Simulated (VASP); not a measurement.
A run of VASP 6.6.1:

Contents of POSCAR:

```
LiF
1.0
    0.0000000000      2.1446105472      2.1446105472
    2.2303949691      0.0000000000      2.1446105472
    2.2303949691      2.1446105472      0.0000000000
Li F
1 1
Direct
    0.0000000000      0.0000000000      0.0000000000
    0.2500000000      0.2500000000      0.2500000000
```

The input INCAR.step1:

```
SYSTEM = LiF
ALGO     = Normal         ! electronic algorithm
EDIFF    = 1E-8           ! SCF threshold, eV
ENCUT    = 500            ! plane-wave cutoff, eV
GGA      = PE             ! functional
ISMEAR   = 0              ! smearing method
LASPH    = .TRUE.         ! aspherical terms in the spheres
LCHARG   = .FALSE.        ! write CHGCAR
LREAL    = .FALSE.        ! projectors in reciprocal space
LWAVE    = .TRUE.         ! write WAVECAR
NELM     = 60             ! most SCF steps
PREC     = Accurate       ! precision mode
SIGMA    = 0.01           ! smearing width, eV
```

File INCAR.step2:

```
SYSTEM = LiF
ALGO     = Exact          ! electronic algorithm
EDIFF    = 1E-8           ! SCF threshold, eV
ENCUT    = 500            ! plane-wave cutoff, eV
GGA      = PE             ! functional
ISMEAR   = 0              ! smearing method
ISTART   = 1            
LASPH    = .TRUE.         ! aspherical terms in the spheres
LCHARG   = .FALSE.        ! write CHGCAR
LOPTICS  = .TRUE.         ! frequency-dependent dielectric function
LREAL    = .FALSE.        ! projectors in reciprocal space
LWAVE    = .TRUE.         ! write WAVECAR
NBANDS   = 89             ! bands
NELM     = 1              ! most SCF steps
PREC     = Accurate       ! precision mode
SIGMA    = 0.01           ! smearing width, eV
```

INCAR.step3

```
SYSTEM = LiF
ALGO     = EVGW0          ! electronic algorithm
EDIFF    = 1E-8           ! SCF threshold, eV
ENCUT    = 500            ! plane-wave cutoff, eV
ENCUTGW  = 150.0          ! cutoff of the response function
GGA      = PE             ! functional
ISMEAR   = 0              ! smearing method
ISTART   = 1            
LASPH    = .TRUE.         ! aspherical terms in the spheres
LCHARG   = .FALSE.        ! write CHGCAR
LREAL    = .FALSE.        ! projectors in reciprocal space
LWAVE    = .FALSE.        ! write WAVECAR
NBANDS   = 89             ! bands
NBANDSGW = 12           
NELMGW   = 1            
NOMEGA   = 96             ! frequency points
OMEGAMAX = 20           
PREC     = Accurate       ! precision mode
PRECFOCK = Fast         
SIGMA    = 0.01           ! smearing width, eV
```

KPOINTS

```
k-points
0
G
  6 6 6
  0 0 0
```

Potentials or basis: VASP PAW PBE potentials, release 64 (Li_GW, F_GW).

Run with:

```sh
$ cat potpaw_PBE.64/Li_GW/POTCAR potpaw_PBE.64/F_GW/POTCAR > POTCAR
$ cp INCAR.step1 INCAR
$ mpirun -np 1 vasp_std > vasp.out
$ cp INCAR.step2 INCAR
$ mpirun -np 1 vasp_std > vasp.out
$ cp INCAR.step3 INCAR
$ mpirun -np 1 vasp_std > vasp.out
```

Hardware: 1 thread of AMD EPYC 9R45 (Zen 5), with other jobs on the host.

Question: Estimate the wall time of this run.

Answer: It took 5.9 min on 1 thread of AMD EPYC 9R45 (Zen 5), on a shared host, peak memory 0.41 GiB. Counts: k points 30.
